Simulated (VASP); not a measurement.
# Yb (Fm-3m) in VASP: single point with LDA

Aim: the single point of Yb with LDA.

Program: VASP 6.6.1. These are calculated values, not measurements. Logs are shortened: lines on timing, memory, paths and dates and some standing lists are left out, and cuts for length are marked.

**1. The cell of the first run**

It takes space group Fm-3m (No. 225, cubic). Conventional cell: a = 4.924 Å, b = 4.924 Å, c = 4.924 Å, α = 90.00°, β = 90.00°, γ = 90.00°. Yb (site symmetry m-3m) has 12 Yb at 3.48 Å within 4.6 Å.

**2. Single point, LDA (29.85 Å³/atom)**

INCAR reads:

```
PREC     = Accurate       # precision mode
ENCUT    = 520            # plane-wave cutoff, eV
EDIFF    = 1E-7           # SCF threshold, eV
ISMEAR   = 0              # smearing method
SIGMA    = 0.05           # smearing width, eV
LREAL    = False          # projectors in reciprocal space
LASPH    = True           # aspherical terms in the spheres
NELM     = 60             # most SCF steps
ALGO     = Normal         # electronic algorithm
ISIF     = 2              # what is computed and relaxed
LWAVE    = False          # write WAVECAR
LCHARG   = False          # write CHGCAR
GGA      = CA             # functional
NBANDS   = 18             # bands
```

KPOINTS reads:

```
regular mesh
0
Gamma
  14 14 14
```

POSCAR reads:

```
Yb
1.0
    0.0000000000      2.4619857114      2.4619857114
    2.4619857114      0.0000000000      2.4619857114
    2.4619857114      2.4619857114      0.0000000000
Yb
1
Direct
    0.0000000000      0.0000000000      0.0000000000
```

Potentials or basis: VASP PAW PBE potentials, release 64 (Yb).

Run with:

```
$ cat potpaw_PBE.64/Yb/POTCAR > POTCAR
$ mpirun -np 1 vasp_std > vasp.out
```

OUTCAR:

```text
PREC = Accurate
   ENCUT = 520
   EDIFF = 1E-7
   ISMEAR = 0
   LREAL = False
   LASPH = True
   NELM = 60
   ISIF = 2
   GGA = CA

 ion  position               nearest neighbor table
   1  0.000  0.000  0.000-

  LATTYP: Found a face centered cubic cell.
 ALAT       =     4.9239714228

  Lattice vectors:

 A1 = (   0.0000000000,   2.4619857114,   2.4619857114)
 A2 = (   2.4619857114,   0.0000000000,   2.4619857114)
 A3 = (   2.4619857114,   2.4619857114,   0.0000000000)

Analysis of symmetry for initial positions (statically):
=====================================================================
 Subroutine PRICEL returns:
 Original cell was already a primitive cell.

 Routine SETGRP: Setting up the symmetry group for a
 face centered cubic supercell.

 Subroutine GETGRP returns: Found 48 space group operations
 (whereof 48 operations were pure point group operations)
 out of a pool of 48 trial point group operations.

The static configuration has the point symmetry O_h .

Analysis of symmetry for dynamics (positions and initial velocities):
=====================================================================
 Subroutine PRICEL returns:
 Original cell was already a primitive cell.

 Routine SETGRP: Setting up the symmetry group for a
 face centered cubic supercell.

 Subroutine GETGRP returns: Found 48 space group operations
 (whereof 48 operations were pure point group operations)
 out of a pool of 48 trial point group operations.

The dynamic configuration has the point symmetry O_h .

 Subroutine INISYM returns: Found 48 space group operations
 (whereof 48 operations are pure point group operations),
 and found     1 'primitive' translations

----------------------------------------------------------------------------------------

                                     Primitive cell

  volume of cell :      29.8460

  direct lattice vectors                    reciprocal lattice vectors
     0.000000000  2.461985711  2.461985711    -0.203088100  0.203088100  0.203088100
     2.461985711  0.000000000  2.461985711     0.203088100 -0.203088100  0.203088100
     2.461985711  2.461985711  0.000000000     0.203088100  0.203088100 -0.203088100

  length of vectors
     3.481773583  3.481773583  3.481773583     0.351758907  0.351758907  0.351758907

  position of ions in fractional coordinates (direct lattice)
     0.000000000  0.000000000  0.000000000

  ion indices of the primitive-cell ions
   primitive index   ion index
                 1           1

----------------------------------------------------------------------------------------

 KPOINTS: regular mesh

Automatic generation of k-mesh.
 Grid dimensions read from file:
 generate k-points for:   14   14   14

 Generating k-lattice:

  Cartesian coordinates                     Fractional coordinates (reciprocal lattice)
    -0.014506293  0.014506293  0.014506293     0.071428571  0.000000000  0.000000000
     0.014506293 -0.014506293  0.014506293     0.000000000  0.071428571  0.000000000
     0.014506293  0.014506293 -0.014506293     0.000000000  0.000000000  0.071428571

  Length of vectors
     0.025125636  0.025125636  0.025125636

  Shift w.r.t. Gamma in fractional coordinates (k-lattice)
     0.000000000  0.000000000  0.000000000

 Subroutine IBZKPT returns following result:
 ===========================================

 Found    104 irreducible k-points:

 Following reciprocal coordinates:
            Coordinates               Weight
  0.000000  0.000000  0.000000      1.000000
  0.071429  0.000000  0.000000      8.000000
  0.142857  0.000000  0.000000      8.000000
  0.214286  0.000000  0.000000      8.000000
  0.285714  0.000000  0.000000      8.000000
  0.357143  0.000000  0.000000      8.000000
[... 16 lines left out ...]
  0.214286  0.142857  0.000000     24.000000
  0.285714  0.142857  0.000000     24.000000
 [... further k-points ...]
   k-points           NKPTS =    104   k-points in BZ     NKDIM =    104   number of bands    NBANDS=     18
   number of dos      NEDOS =    301   number of ions     NIONS =      1
   total plane-waves  NPLWV =  21952
   dimension x,y,z NGX =    28 NGY =   28 NGZ =   28
   dimension x,y,z NGXF=    56 NGYF=   56 NGZF=   56
   ions per type =               1
   NGX,Y,Z   is equivalent  to a cutoff of  13.37, 13.37, 13.37 a.u.
   NGXF,Y,Z  is equivalent  to a cutoff of  26.74, 26.74, 26.74 a.u.
 SYSTEM =  unknown system
   PREC   = accura    normal or accurate (medium, high low for compatibility)
   ISTART =      0    job   : 0-new  1-cont  2-samecut
   ICHARG =      2    charge: 1-file 2-atom 10-const
   ISPIN  =      1    spin polarized calculation?
   LNONCOLLINEAR =      F non collinear calculations
   LSORBIT =      F    spin-orbit coupling
   LASPH  =      T    aspherical Exc in radial PAW
   ENCUT  =  520.0 eV  38.22 Ry    6.18 a.u.   6.47  6.47  6.47*2*pi/ulx,y,z
   NELM   =     60;   NELMIN=  2; NELMDL= -5     # of ELM steps
   EDIFF  = 0.1E-06   stopping-criterion for ELM
   LREAL  =      F    real-space projection
   EDIFFG = 0.1E-05   stopping-criterion for IOM
   NSW    =      0    number of steps for IOM
   IBRION =     -1    ionic relax: 0-MD 1-quasi-New 2-CG
   NFREE  =      0    steps in history (QN), initial steepest desc. (CG)
   ISIF   =      2    stress and relaxation
   ISYM   =      2    0-nonsym 1-usesym 2-fastsym
   POTIM  = 0.5000    time-step for ionic-motion
   TEBEG  =    0.0;   TEEND  =   0.0 temperature during run
   PSTRESS=    0.0 pullay stress
   NELECT =      24.0000    total number of electrons
   NUPDOWN=      -1.0000    fix difference up-down
   EMIN   =  10.00;   EMAX   =-10.00  energy-range for DOS
   EFERMI =   0.00;   METHOD = LEGACY
   ISMEAR =     0;   SIGMA  =   0.05  broadening in eV -4-tet -1-fermi 0-gaus
   EFERMI_NEDOS =   21; number of points for ismear=-14 and -15
   IALGO  =     38    algorithm
   IMIX   =      4    mixing-type and parameters
     AMIX     =   0.40;   BMIX     =  1.00
     AMIX_MAG =   1.60;   BMIX_MAG =  1.00
  volume/ion in A,a.u.               =      29.85       201.41
  Fermi-wavevector in a.u.,A,eV,Ry     =   1.522357  2.876837 31.532448  2.317570
  Thomas-Fermi vector in A             =   2.630947
   LORBIT       =      0    0 simple, 1 ext, 2 COOP (PROOUT), +10 PAW based schemes
   GGA     = CA    functional components
   LHFCALC =     F    Hartree Fock is set to
   AEXX    =    0.0000 exact exchange contribution
   IVDW    =     0    specifies the selected vdW correction
   LEPSILON=     F    determine dielectric tensor
   LRPA    =     F    only Hartree local field effects (RPA)
 non-spin polarized calculation
 Gauss-broadening in eV      SIGMA  =   0.05
  energy-cutoff  :      520.00
  volume of cell :       29.85
 maximum number of plane-waves:       822
 NGX is ok and might be reduce to    28
   NGX = 13   NGY = 13   NGZ = 13

 number of electron      24.0000002 magnetization

 Free energy of the ion-electron system (eV)
  ---------------------------------------------------
  ext. energy  EPLUGINS =         0.00000000
  ---------------------------------------------------
  free energy    TOTEN  =        -4.17938225 eV

  energy without entropy =       -4.17739846  energy(sigma->0) =       -4.17839035

 E-fermi :   1.8500     XC(G=0): -10.6359

 val. band max:        1.8437285354   @ k =  -0.2857   0.4286   0.1429
 cond. band min:       1.8505725499   @ k =  -0.2857   0.4286   0.2143
 fundamental gap:      0.0068440145
 Fermi energy:         1.8499941912

 k-point     1 :       0.0000    0.0000    0.0000
  band No.  band energies     occupation
      1     -49.4184      2.00000
      2     -21.6371      2.00000
      3     -21.6371      2.00000
      4     -21.6371      2.00000
      5      -3.6268      2.00000
      6       1.2718      2.00000
[... 10 lines left out ...]
     17       7.3675      0.00000
     18      12.3804      0.00000

 k-point     2 :       0.0714    0.0000    0.0000
  band No.  band energies     occupation
      1     -49.4164      2.00000
      2     -21.6709      2.00000
      3     -21.6413      2.00000
      4     -21.6413      2.00000
      5      -3.4805      2.00000
      6       1.2726      2.00000
[... 10 lines left out ...]
     17       7.2750      0.00000
     18      12.7195      0.00000

 k-point     3 :       0.1429    0.0000    0.0000
  band No.  band energies     occupation
      1     -49.4107      2.00000
      2     -21.7642      2.00000
      3     -21.6531      2.00000
      4     -21.6531      2.00000
      5      -3.0592      2.00000
      6       1.2760      2.00000
[... 10 lines left out ...]
     17       7.1080      0.00000
     18      13.3013      0.00000

 k-point     4 :       0.2143    0.0000    0.0000
  band No.  band energies     occupation
      1     -49.4026      2.00000
      2     -21.8958      2.00000
      3     -21.6701      2.00000
      4     -21.6701      2.00000
      5      -2.4158      2.00000
      6       1.2853      2.00000
[... 10 lines left out ...]
     17       7.1478      0.00000
     18      12.5721      0.00000

 k-point     5 :       0.2857    0.0000    0.0000
  band No.  band energies     occupation
      1     -49.3935      2.00000
      2     -22.0377      2.00000
      3     -21.6888      2.00000
      4     -21.6888      2.00000
      5      -1.6457      2.00000
      6       1.3045      2.00000
[... 10 lines left out ...]
     17       7.5883      0.00000
     18      11.8040      0.00000

 k-point     6 :       0.3571    0.0000    0.0000
  band No.  band energies     occupation
      1     -49.3853      2.00000
      2     -22.1621      2.00000
      3     -21.7056      2.00000
      4     -21.7056      2.00000
      5      -0.8984      2.00000
      6       1.3251      2.00000
[... 10 lines left out ...]
     17       8.2903      0.00000
     18      11.2601      0.00000

 k-point     7 :       0.4286    0.0000    0.0000
  band No.  band energies     occupation
      1     -49.3796      2.00000
      2     -22.2464      2.00000
      3     -21.7171      2.00000
      4     -21.7171      2.00000
      5      -0.3632      2.00000
      6       1.3218      2.00000
[... 10 lines left out ...]
     17       8.9775      0.00000
     18      10.9710      0.00000

 k-point     8 :       0.5000    0.0000    0.0000
  band No.  band energies     occupation
      1     -49.3775      2.00000
      2     -22.2761      2.00000
      3     -21.7213      2.00000
      4     -21.7213      2.00000
      5      -0.1745      2.00000
      6       1.3162      2.00000
[... 10 lines left out ...]
     17       9.2847      0.00000
     18      10.9058      0.00000
[... 229 lines left out ...]
     17       7.7735      0.00000
     18      12.5965      0.00000

 k-point    20 :      -0.1429    0.0714    0.0000
  band No.  band energies     occupation
      1     -49.4067      2.00000
      2     -21.8168      2.00000
      3     -21.6839      2.00000
      4     -21.6526      2.00000
      5      -2.7444      2.00000
      6       1.2793      2.00000
[... 10 lines left out ...]
     17       7.4376      0.00000
     18      13.4271      0.00000

 k-point    21 :      -0.0714    0.0714    0.0000
  band No.  band energies     occupation
      1     -49.4132      2.00000
      2     -21.7173      2.00000
      3     -21.6605      2.00000
      4     -21.6428      2.00000
      5      -3.2423      2.00000
      6       1.2741      2.00000
[... 10 lines left out ...]
     17       7.3549      0.00000
     18      13.2358      0.00000

 k-point    22 :       0.1429    0.1429    0.0000
  band No.  band energies     occupation
      1     -49.4082      2.00000
      2     -21.7610      2.00000
      3     -21.6807      2.00000
      4     -21.6807      2.00000
      5      -2.8703      2.00000
      6       1.2764      2.00000
[... 10 lines left out ...]
     17       7.6783      0.00000
     18      14.0554      0.00000

 k-point    23 :       0.2143    0.1429    0.0000
  band No.  band energies     occupation
      1     -49.4021      2.00000
      2     -21.8464      2.00000
      3     -21.7023      2.00000
      4     -21.6972      2.00000
      5      -2.3905      2.00000
      6       1.2815      2.00000
[... 10 lines left out ...]
     17       7.8305      0.00000
     18      14.2280      0.00000

 k-point    24 :       0.2857    0.1429    0.0000
  band No.  band energies     occupation
      1     -49.3941      2.00000
      2     -21.9626      2.00000
      3     -21.7235      2.00000
      4     -21.7172      2.00000
      5      -1.7185      2.00000
      6       1.2945      2.00000
[... 10 lines left out ...]
     17       8.1442      0.00000
     18      13.3281      0.00000

 [... further k-points ...]

------------------------ aborting loop because EDIFF is reached ----------------------------------------

  FORCE on cell =-STRESS in cart. coord.  units (eV):
  Direction    XX          YY          ZZ          XY          YZ          ZX
  --------------------------------------------------------------------------------------
  -------------------------------------------------------------------------------------
  Total       -0.0708847     -0.0708847     -0.0708847      0.0000000      0.0000000     -0.0000000
  in kB       -3.8051933     -3.8051933     -3.8051933      0.0000000      0.0000000     -0.0000000
  external PRESSURE =      -3.8051933 kB  Pullay stress =       0.0000000 kB

 VOLUME and BASIS-vectors are now :
 -----------------------------------------------------------------------------
  energy-cutoff  :      520.00
  volume of cell :       29.85
      direct lattice vectors                 reciprocal lattice vectors
     0.000000000  2.461985711  2.461985711    -0.203088100  0.203088100  0.203088100
     2.461985711  0.000000000  2.461985711     0.203088100 -0.203088100  0.203088100
     2.461985711  2.461985711  0.000000000     0.203088100  0.203088100 -0.203088100

 POSITION                                       TOTAL-FORCE (eV/Angst)
 -----------------------------------------------------------------------------------
      0.00000      0.00000      0.00000         0.000000      0.000000     -0.000000
 -----------------------------------------------------------------------------------
    total drift:                               -0.000000     -0.000000     -0.000000

  FREE ENERGIE OF THE ION-ELECTRON SYSTEM (eV)
  ---------------------------------------------------
  free  energy   TOTEN  =        -4.1793822493 eV

  energy  without entropy=       -4.1773984597  energy(sigma->0) =       -4.17839035
```

Run time: 94 s. Hardware: 1 thread of Intel Xeon 8259CL, shared host; peak memory 0.2 GiB.

What came out:

```
Free energy            : -4.1794 eV
Pressure               : -0.4 GPa
Band gap on the k mesh : zero (bands 12 and 13 overlap by 0.24 eV)
```

Caveat: the PAW data sets were made with another functional, which shifts forces and pressure a little; spin-orbit coupling is left out, which moves the levels of the heavy elements. Spin polarisation is off, so any magnetic state and its effect on volume and gap are missing.
